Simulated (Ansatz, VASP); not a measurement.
**One calculation of KMg2VF6, two programs**

```
Mg K F V
1.0
     0.00000    4.01647    4.01647
     4.01647    0.00000    4.01647
     4.01647    4.01647    0.00000
Mg K F V
2 1 6 1
Cartesian
  2.0082 2.0082 2.0082
  6.0247 6.0247 6.0247
  4.0165 4.0165 4.0165
  1.7672 4.0165 4.0165
  4.0165 1.7672 4.0165
  6.2657 4.0165 4.0165
  4.0165 6.2657 4.0165
  4.0165 4.0165 1.7672
  4.0165 4.0165 6.2657
  0.0000 0.0000 0.0000
```

Alike in both runs: task single point; functional r2SCAN; k mesh 4 × 4 × 4; no spin polarisation.

|  | VASP | Ansatz |
| --- | --- | --- |
| version | VASP 6.6.1 | Ansatz 0.2.0 |
| potentials or method | VASP PAW PBE potentials, release 64 (Mg, K_sv, F, V_sv), cutoff 520 eV | PAW plane waves |
| occupations | fermi-dirac, width 0.1 eV | fermi-dirac |
| valence electrons in the cell | 68 | 84 |

|  | VASP | Ansatz | Ansatz less VASP |
| --- | --- | --- | --- |
| gap on the k mesh at the Fermi level (eV) | none | none | - |
| pressure (GPa) | 27.2 | 26.2 | -0.92 |
| rms of the force components (eV/Å) | 0.782 | 0.712 | -0.0706 |

VASP's potentials were made for PBE, not for r2SCAN. Atom by atom the forces differ by 0.071 eV/Å (rms over components). A gap of «none» marks a metal or a gap that the smearing closes. VASP's potentials hold 68 valence electrons a cell and Ansatz's 84, so a difference there can come from the potentials and not from the codes.
